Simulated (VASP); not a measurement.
# Au (P-1) in VASP: single point with PBEsol

Aim: the single point of Au with PBEsol.

All numbers are computed with VASP 6.6.1; they aren't measurements. Logs are shortened: lines on timing, memory, paths and dates and some standing lists are left out, and cuts for length are marked.

**1. The cell of the first run**

The typed cell holds 2 atoms: a = 2.911 Å, b = 2.899 Å, c = 5.085 Å, α = 93.77°, β = 89.25°, γ = 119.19°.

**2. Single point, PBEsol (strained and its atoms moved)**

The input, INCAR:

```
ALGO     = Normal         # electronic algorithm
EDIFF    = 1E-6           # SCF threshold, eV
ENCUT    = 500            # plane-wave cutoff, eV
GGA      = PS             # functional
GGA_COMPAT= F            
ISIF     = 2              # what is computed and relaxed
ISMEAR   = 0              # smearing method
LASPH    = T              # aspherical terms in the spheres
LCHARG   = F              # write CHGCAR
LREAL    = F              # projectors in reciprocal space
LWAVE    = F              # write WAVECAR
NBANDS   = 18             # bands
NELM     = 120            # most SCF steps
PREC     = Accurate       # precision mode
SIGMA    = 0.1            # smearing width, eV
```

The input, KPOINTS:

```
k-points
0
Gamma
  14 14 8
```

The input, POSCAR:

```
Au
1.0
    1.4769417043     -2.5089483933      0.0207383217
    1.4629863100      2.5012426409     -0.0970901908
   -0.1323602380     -0.1127875595      5.0823395471
Au
2
Direct
    0.6491876199      0.2971813552      0.2426509803
    0.3508123801      0.7028186448      0.7573490197
```

Potentials or basis: VASP PAW PBE potentials, release 64 (Au).

Run with:

```bash
$ cat potpaw_PBE.64/Au/POTCAR > POTCAR
$ mpirun -np 1 vasp_std > vasp.out
```

OUTCAR:

```text
EDIFF = 1E-6
   ENCUT = 500
   GGA = PS
   ISIF = 2
   ISMEAR = 0
   LASPH = T
   LREAL = F
   NELM = 120
   PREC = Accurate

 ion  position               nearest neighbor table
   1  0.649  0.297  0.243-   2 2.80   2 3.09   2 3.09   2 3.11   2 3.11   2 3.13
   2  0.351  0.703  0.757-   1 2.80   1 3.09   1 3.09   1 3.11   1 3.11   1 3.13

  LATTYP: Found a triclinic cell.
 ALAT       =     2.8993051231
 B/A-ratio  =     1.0041929091
 C/A-ratio  =     1.7539767272
 COS(alpha) =     0.0130280269
 COS(beta)  =     0.0657354674
 COS(gamma) =     0.4876971353

  Lattice vectors:

 A1 = (  -1.4629863100,  -2.5012426409,   0.0970901908)
 A2 = (   1.4769417043,  -2.5089483933,   0.0207383217)
 A3 = (  -0.1323602380,  -0.1127875595,   5.0823395471)

Analysis of symmetry for initial positions (statically):
=====================================================================
 Subroutine PRICEL returns:
 Original cell was already a primitive cell.

 Routine SETGRP: Setting up the symmetry group for a
 triclinic supercell.

 Subroutine GETGRP returns: Found  2 space group operations
 (whereof  2 operations were pure point group operations)
 out of a pool of  2 trial point group operations.

The static configuration has the point symmetry S_2 .

Analysis of symmetry for dynamics (positions and initial velocities):
=====================================================================
 Subroutine PRICEL returns:
 Original cell was already a primitive cell.

 Routine SETGRP: Setting up the symmetry group for a
 triclinic supercell.

 Subroutine GETGRP returns: Found  2 space group operations
 (whereof  2 operations were pure point group operations)
 out of a pool of  2 trial point group operations.

The dynamic configuration has the point symmetry S_2 .

 Subroutine INISYM returns: Found  2 space group operations
 (whereof  2 operations are pure point group operations),
 and found     1 'primitive' translations

----------------------------------------------------------------------------------------

                                     Primitive cell

  volume of cell :      37.3852

  direct lattice vectors                    reciprocal lattice vectors
     1.476941704 -2.508948393  0.020738322     0.339739347 -0.198542415  0.004441826
     1.462986310  2.501242641 -0.097090191     0.341017254  0.200856752  0.013338595
    -0.132360238 -0.112787559  5.082339547     0.005128309  0.004647202  0.196996466

  length of vectors
     2.911461646  2.899305123  5.085313711     0.393524643  0.395997627  0.197117994

  position of ions in fractional coordinates (direct lattice)
     0.649187620  0.297181355  0.242650980
     0.350812380  0.702818645  0.757349020

  ion indices of the primitive-cell ions
   primitive index   ion index
                 1           1
                 2           2

----------------------------------------------------------------------------------------

 KPOINTS: k-points

Automatic generation of k-mesh.
 Grid dimensions read from file:
 generate k-points for:   14   14    8

 Generating k-lattice:

  Cartesian coordinates                     Fractional coordinates (reciprocal lattice)
     0.024267096 -0.014181601  0.000317273     0.071428571 -0.000000000  0.000000000
     0.024358375  0.014346911  0.000952757     0.000000000  0.071428571  0.000000000
     0.000641039  0.000580900  0.024624558     0.000000000  0.000000000  0.125000000

  Length of vectors
     0.028108903  0.028285545  0.024639749

  Shift w.r.t. Gamma in fractional coordinates (k-lattice)
     0.000000000  0.000000000  0.000000000

 Subroutine IBZKPT returns following result:
 ===========================================

 Found    788 irreducible k-points:

 Following reciprocal coordinates:
            Coordinates               Weight
  0.000000  0.000000  0.000000      1.000000
  0.071429 -0.000000  0.000000      2.000000
  0.142857 -0.000000 -0.000000      2.000000
  0.214286 -0.000000 -0.000000      2.000000
  0.285714 -0.000000 -0.000000      2.000000
  0.357143 -0.000000 -0.000000      2.000000
[... 16 lines left out ...]
 -0.000000  0.142857 -0.000000      2.000000
  0.071429  0.142857  0.000000      2.000000
 [... further k-points ...]
   k-points           NKPTS =    788   k-points in BZ     NKDIM =    788   number of bands    NBANDS=     18
   number of dos      NEDOS =    301   number of ions     NIONS =      2
   total plane-waves  NPLWV =  23040
   dimension x,y,z NGX =    24 NGY =   24 NGZ =   40
   dimension x,y,z NGXF=    48 NGYF=   48 NGZF=   80
   ions per type =               2
   NGX,Y,Z   is equivalent  to a cutoff of  13.70, 13.76, 13.08 a.u.
   NGXF,Y,Z  is equivalent  to a cutoff of  27.41, 27.52, 26.15 a.u.
 SYSTEM =  unknown system
   PREC   = accura    normal or accurate (medium, high low for compatibility)
   ISTART =      0    job   : 0-new  1-cont  2-samecut
   ICHARG =      2    charge: 1-file 2-atom 10-const
   ISPIN  =      1    spin polarized calculation?
   LNONCOLLINEAR =      F non collinear calculations
   LSORBIT =      F    spin-orbit coupling
   LASPH  =      T    aspherical Exc in radial PAW
   ENCUT  =  500.0 eV  36.75 Ry    6.06 a.u.   5.31  5.29  9.27*2*pi/ulx,y,z
   NELM   =    120;   NELMIN=  2; NELMDL= -5     # of ELM steps
   EDIFF  = 0.1E-05   stopping-criterion for ELM
   LREAL  =      F    real-space projection
[... 7 lines left out ...]
   TEBEG  =    0.0;   TEEND  =   0.0 temperature during run
   PSTRESS=    0.0 pullay stress
   NELECT =      22.0000    total number of electrons
   NUPDOWN=      -1.0000    fix difference up-down
   EMIN   =  10.00;   EMAX   =-10.00  energy-range for DOS
   EFERMI =   0.00;   METHOD = LEGACY
   ISMEAR =     0;   SIGMA  =   0.10  broadening in eV -4-tet -1-fermi 0-gaus
   EFERMI_NEDOS =   21; number of points for ismear=-14 and -15
   IALGO  =     38    algorithm
   IMIX   =      4    mixing-type and parameters
     AMIX     =   0.40;   BMIX     =  1.00
     AMIX_MAG =   1.60;   BMIX_MAG =  1.00
  volume/ion in A,a.u.               =      18.69       126.14
  Fermi-wavevector in a.u.,A,eV,Ry     =   1.371879  2.592476 25.606886  1.882053
  Thomas-Fermi vector in A             =   2.497537
   LORBIT       =      0    0 simple, 1 ext, 2 COOP (PROOUT), +10 PAW based schemes
   GGA     = PS    functional components
   LHFCALC =     F    Hartree Fock is set to
   AEXX    =    0.0000 exact exchange contribution
   IVDW    =     0    specifies the selected vdW correction
   LEPSILON=     F    determine dielectric tensor
   LRPA    =     F    only Hartree local field effects (RPA)
 non-spin polarized calculation
 Gauss-broadening in eV      SIGMA  =   0.10
  energy-cutoff  :      500.00
  volume of cell :       37.39
 maximum number of plane-waves:       966
 NGX is ok and might be reduce to    24
   NGX = 11   NGY = 11   NGZ = 19

 number of electron      22.0000000 magnetization

 Free energy of the ion-electron system (eV)
  ---------------------------------------------------
  ext. energy  EPLUGINS =         0.00000000
  ---------------------------------------------------
  free energy    TOTEN  =        -7.65504969 eV

  energy without entropy =       -7.64995133  energy(sigma->0) =       -7.65250051

 E-fermi :   7.8507     XC(G=0): -12.3340

 val. band max:        7.8503124269   @ k =   0.5000  -0.4286   0.1250
 cond. band min:       7.8507033452   @ k =   0.2857   0.5000   0.1250
 fundamental gap:      0.0003909183
 Fermi energy:         7.8506787910

 k-point     1 :       0.0000    0.0000    0.0000
  band No.  band energies     occupation
      1      -1.1821      2.00000
      2       1.0770      2.00000
      3       3.1124      2.00000
      4       3.5572      2.00000
      5       3.7869      2.00000
      6       3.7902      2.00000
[... 10 lines left out ...]
     17      25.5712      0.00000
     18      26.5907      0.00000

 k-point     2 :       0.0714   -0.0000    0.0000
  band No.  band energies     occupation
      1      -1.0309      2.00000
      2       1.2028      2.00000
      3       3.1316      2.00000
      4       3.5599      2.00000
      5       3.7335      2.00000
      6       3.8596      2.00000
[... 10 lines left out ...]
     17      24.8191      0.00000
     18      26.0105      0.00000

 k-point     3 :       0.1429   -0.0000   -0.0000
  band No.  band energies     occupation
      1      -0.5946      2.00000
      2       1.5348      2.00000
      3       3.1278      2.00000
      4       3.5232      2.00000
      5       3.7004      2.00000
      6       4.0477      2.00000
[... 10 lines left out ...]
     17      24.0103      0.00000
     18      25.3927      0.00000

 k-point     4 :       0.2143   -0.0000   -0.0000
  band No.  band energies     occupation
      1       0.0614      2.00000
      2       1.8854      2.00000
      3       3.1257      2.00000
      4       3.3547      2.00000
      5       3.4649      2.00000
      6       3.9644      2.00000
[... 375 lines left out ...]
      4       3.6585      2.00000
      5       3.7462      2.00000
      6       3.8227      2.00000
[... 10 lines left out ...]
     17      24.6730      0.00000
     18      25.8098      0.00000

 k-point    23 :      -0.0000    0.1429   -0.0000
  band No.  band energies     occupation
      1      -0.5755      2.00000
      2       1.5749      2.00000
      3       3.0786      2.00000
      4       3.4776      2.00000
      5       3.8315      2.00000
      6       4.1072      2.00000
[... 10 lines left out ...]
     17      24.1072      0.00000
     18      24.7303      0.00000

 k-point    24 :       0.0714    0.1429    0.0000
  band No.  band energies     occupation
      1      -0.1616      2.00000
      2       1.8692      2.00000
      3       2.9918      2.00000
      4       3.4373      2.00000
      5       3.6674      2.00000
      6       3.9813      2.00000
[... 10 lines left out ...]
     17      24.2135      0.00000
     18      25.2941      0.00000

 [... further k-points ...]

------------------------ aborting loop because EDIFF is reached ----------------------------------------

  FORCE on cell =-STRESS in cart. coord.  units (eV):
  Direction    XX          YY          ZZ          XY          YZ          ZX
  --------------------------------------------------------------------------------------
  -------------------------------------------------------------------------------------
  Total       -2.5346968     -2.7566276     -2.4933217     -0.0065387      0.2102364      0.3146103
  in kB     -108.6268575   -118.1379150   -106.8536869     -0.2802217      9.0098836     13.4829249
  external PRESSURE =    -111.2061531 kB  Pullay stress =       0.0000000 kB

 VOLUME and BASIS-vectors are now :
 -----------------------------------------------------------------------------
  energy-cutoff  :      500.00
  volume of cell :       37.39
      direct lattice vectors                 reciprocal lattice vectors
     1.476941704 -2.508948393  0.020738322     0.339739347 -0.198542415  0.004441826
     1.462986310  2.501242641 -0.097090191     0.341017254  0.200856752  0.013338595
    -0.132360238 -0.112787559  5.082339547     0.005128309  0.004647202  0.196996466

 POSITION                                       TOTAL-FORCE (eV/Angst)
 -----------------------------------------------------------------------------------
      1.36147     -0.91282      1.21784         0.100381      0.061840      0.384338
      1.44610      0.79233      3.78814        -0.100381     -0.061840     -0.384338
 -----------------------------------------------------------------------------------
    total drift:                               -0.000000     -0.000000     -0.000000

  FREE ENERGIE OF THE ION-ELECTRON SYSTEM (eV)
  ---------------------------------------------------
  free  energy   TOTEN  =        -7.6550496867 eV

  energy  without entropy=       -7.6499513274  energy(sigma->0) =       -7.65250051
```

Wall time 7.9 min (1 thread of Oxide Virtual Turin-like, shared host); peak memory 0.46 GiB.

What came out:

- Free energy: -7.6550 eV
- Pressure: -11.1 GPa
- Largest force: 0.402 eV/Å
- Band gap on the k mesh: zero (bands 11 and 12 overlap by 5.59 eV)

Forces on the atoms (eV/Å):
```
Au   0.100  0.062  0.384
Au  -0.100 -0.062 -0.384
```

Caveat: the cell differs from its parent crystal (strained and its atoms moved); the cell stands under tension; the PAW data sets were made with another functional, which shifts forces and pressure a little; spin-orbit coupling is left out, which moves the levels of the heavy elements.
